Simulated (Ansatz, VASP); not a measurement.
# CdF2: VASP beside Ansatz

File POSCAR:

```
CdF2
1.0
    0.0000000000      2.6940984906      2.6940984906
    2.6940984906      0.0000000000      2.6940984906
    2.6940984906      2.6940984906      0.0000000000
Cd F
1 2
Direct
    0.0000000000      0.0000000000      0.0000000000
    0.2500000000      0.2500000000      0.2500000000
    0.7500000000      0.7500000000      0.7500000000
```

Contents of INCAR.step1:

```
SYSTEM = CdF2
ALGO = Normal ; EDIFF = 1E-4
ENCUT = 520 ; GGA = PE
ISMEAR = 0 ; LASPH = .True.
LCHARG = .False. ; LREAL = .False.
LWAVE = .True. ; NBANDS = 20
NELM = 100 ; PREC = Accurate
SIGMA = 0.05
```

Contents of INCAR.step2:

```
SYSTEM = CdF2
ALGO = Normal ; EDIFF = 1E-6
ENCUT = 520 ; ISIF = 2
ISMEAR = 0 ; ISTART = 1
LASPH = .True. ; LCHARG = .False.
LMIXTAU = .True. ; LREAL = .False.
LWAVE = .False. ; METAGGA = R2SCAN
NBANDS = 20 ; NELM = 100
PREC = Accurate ; SIGMA = 0.05
```

KPOINTS

```
k-points
0
Gamma
  8 8 8
  0 0 0
```

Input for Ansatz:

```yaml
crystal:
  lattice:
    - [0.0, 2.6940984906, 2.6940984906]
    - [2.6940984906, 0.0, 2.6940984906]
    - [2.6940984906, 2.6940984906, 0.0]
  atoms:
    - { symbol: Cd, position: [0.0, 0.0, 0.0] }
    - { symbol: F, position: [0.25, 0.25, 0.25] }
    - { symbol: F, position: [0.75, 0.75, 0.75] }
basis:
  ecutwfc: 500
  ecutrho_ratio: 4
kpoints:
  mp_grid: { grid: [8, 8, 8] }
hamiltonian:
  xc: r2scan
scf:
  occupations: { method: gaussian, width: 0.05 }
output:
  forces: true
  stress: true
  eigenvalues: true
```

Alike in both runs: task single point; functional r2SCAN; k mesh 8 × 8 × 8; occupations gaussian, width 0.05 eV; no spin polarisation.

|  | VASP | Ansatz |
| --- | --- | --- |
| version | VASP 6.6.1 | Ansatz 0.2.0 |
| potentials or method | VASP PAW PBE potentials, release 64 (Cd, F), cutoff 520 eV | scalar-relativistic, plane waves, PAW |
| valence electrons in the cell | 26 | 34 |

|  | VASP | Ansatz | Ansatz less VASP |
| --- | --- | --- | --- |
| gap on the k mesh at the Fermi level (eV) | 3.75 | 3.79 | +0.044 |
| least direct gap on the mesh (eV) | 4.25 | 4.31 | +0.053 |
| pressure (GPa) | 1.0 | 0.0 | -0.99 |

VASP's potentials were made for PBE, not for r2SCAN. The functional is the same, so the differences come from potentials, cutoffs and numerics. VASP's potentials hold 26 valence electrons a cell and Ansatz's 34, so a difference there can come from the potentials and not from the codes.
